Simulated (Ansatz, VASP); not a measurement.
# SnTe: VASP beside Ansatz

The input INCAR:

```
SYSTEM = SnTe
ALGO     = Normal         ! electronic algorithm
EDIFF    = 1E-7           ! SCF threshold, eV
ENCUT    = 520            ! plane-wave cutoff, eV
GGA      = PE             ! functional
ISIF     = 2              ! what is computed and relaxed
ISMEAR   = -1             ! smearing method
LASPH    = .TRUE.         ! aspherical terms in the spheres
LCHARG   = .FALSE.        ! write CHGCAR
LREAL    = .FALSE.        ! projectors in reciprocal space
LWAVE    = .FALSE.        ! write WAVECAR
NBANDS   = 28             ! bands
NELM     = 60             ! most SCF steps
PREC     = Accurate       ! precision mode
SIGMA    = 0.05           ! smearing width, eV
```

Contents of KPOINTS:

```
k-points
0
G
  8 8 5
  0 0 0
```

Contents of POSCAR:

```
SnTe
1.0
    5.4342459270      0.0000000000      0.0000000000
   -2.7171229635      4.7061950232      0.0000000000
    0.0000000000      0.0000000000      6.5262090114
Sn Te
2 2
Direct
    0.3333333333      0.6666666667     -0.0462582428
    0.6666666667      0.3333333333      0.4537417572
    0.3333333333      0.6666666667      0.4222582428
    0.6666666667      0.3333333333      0.9222582428
```

Input for Ansatz:

```yaml
crystal:
  lattice:
    - [5.434245927, 0.0, 0.0]
    - [-2.7171229635, 4.7061950232, 0.0]
    - [0.0, 0.0, 6.5262090114]
  atoms:
    - { symbol: Sn, position: [0.3333333333, 0.6666666667, -0.0462582428] }
    - { symbol: Sn, position: [0.6666666667, 0.3333333333, 0.4537417572] }
    - { symbol: Te, position: [0.3333333333, 0.6666666667, 0.4222582428] }
    - { symbol: Te, position: [0.6666666667, 0.3333333333, 0.9222582428] }
kpoints:
  mp_grid: { grid: [8, 8, 5] }
scf:
  occupations: { method: fermi_dirac, width: 0.05 }
hamiltonian:
  xc: pbe
  pseudopotentials: { kind: all_electron, lapw: { basis_error: 0.0005 } }
output:
  forces: true
  stress: true
  eigenvalues: true
  populations: true
```

Alike in both runs: task single point; functional PBE; k mesh 8 × 8 × 5; occupations fermi-dirac, width 0.05 eV; no spin polarisation.

|  | VASP | Ansatz |
| --- | --- | --- |
| version | VASP 6.6.1 | Ansatz 0.2.0 |
| potentials or method | VASP PAW PBE potentials, release 64 (Sn_d, Te), cutoff 520 eV | all-electron LAPW, scalar-relativistic |

|  | VASP | Ansatz | Ansatz less VASP |
| --- | --- | --- | --- |
| pressure (GPa) | 0.0 | 0.0 | +0.02 |

Ansatz ran all-electron here, and VASP with PAW potentials.

Neither program's run includes spin-orbit coupling.
